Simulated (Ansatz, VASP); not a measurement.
**Two plane-wave programs on Co**

```xyz
4
Lattice="2.3447 0.0000 0.0000 -1.1723 2.0306 0.0000 0.0000 0.0000 9.1393" Properties=species:S:1:pos:R:3 pbc="T T T"
Co    0.0000    0.0000    0.0000
Co    0.0000    1.3537    2.2848
Co    0.0000    0.0000    4.5697
Co    1.1723    0.6769    6.8545
```

Alike in both runs: task single point; functional PBE; k mesh 24 × 24 × 8; occupations gaussian, width 0.15 eV; collinear spin.

|  | VASP | Ansatz |
| --- | --- | --- |
| version | VASP 6.6.1 | Ansatz 0.2.0 |
| potentials or method | VASP PAW PBE potentials, release 64 (Co), cutoff 520 eV | scalar-relativistic, plane waves, PAW |
| valence electrons in the cell | 36 | 68 |

```csv
,VASP,Ansatz,Ansatz less VASP
gap on the k mesh at the Fermi level (eV),none,none,-
pressure (GPa),8.4,9.4,+1.04
"traceless stress, the component that is largest in VASP (GPa)",-33.95,-34.83,-0.873
net moment per atom (μB),1.65,1.66,+0.008
size of the moment on the site where the two differ most (μB),1.66,1.72,+0.058
```

Site moments also hang on the region over which each program counts them. A gap of «none» marks a metal or a gap that the smearing closes. VASP's potentials hold 36 valence electrons a cell and Ansatz's 68, so a difference there can come from the potentials and not from the codes.
